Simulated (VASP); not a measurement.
Here is a VASP 6.6.1 calculation.

INCAR

```
SYSTEM = SrTiO3
PREC = Accurate ; ENCUT = 520
EDIFF = 1E-6 ; ISMEAR = 0
SIGMA = 0.02 ; LREAL = .FALSE.
LASPH = .TRUE. ; NELM = 150
ALGO = Normal ; ISIF = 2
LWAVE = .FALSE. ; LCHARG = .FALSE.
MAGMOM = 0 0 0 0 0 0 0 0 0 0 0 0 0 0 0 ; LORBIT = 11
LSORBIT = .TRUE. ; GGA_COMPAT = .FALSE.
LORBMOM = .TRUE. ; LMAXMIX = 4
GGA = PE ; NBANDS = 55
```

File KPOINTS:

```
regular mesh
0
G
  8 8 8
  0 0 0
```

Contents of POSCAR:

```
SrTiO3
1.0
    3.9364041143      0.0000000000      0.0000000000
    0.0000000000      3.9364041143      0.0000000000
    0.0000000000      0.0000000000      3.9364041143
Sr Ti O
1 1 3
Direct
    0.5000000000      0.5000000000      0.5000000000
    0.0000000000      0.0000000000      0.0000000000
    0.5000000000      0.0000000000      0.0000000000
    0.0000000000      0.5000000000      0.0000000000
    0.0000000000      0.0000000000      0.5000000000
```

Potentials or basis: VASP PAW PBE potentials, release 64 (Sr_sv, Ti_sv, O).

Command:

```console
$ cat potpaw_PBE.64/Sr_sv/POTCAR potpaw_PBE.64/Ti_sv/POTCAR potpaw_PBE.64/O/POTCAR > POTCAR
$ mpirun -np 1 vasp_ncl > vasp.out
```

Q: What does it give for the net moment?

A: 0.00 μB per cell.

Q: Estimate the pressure.

A: 0.6 GPa.

Moments on the atoms (μB; x, y, z):
```
Sr  0.00 0.00 0.00
Ti  0.00 0.00 0.00
O   0.00 0.00 0.00
O   0.00 0.00 0.00
O   0.00 0.00 0.00
```
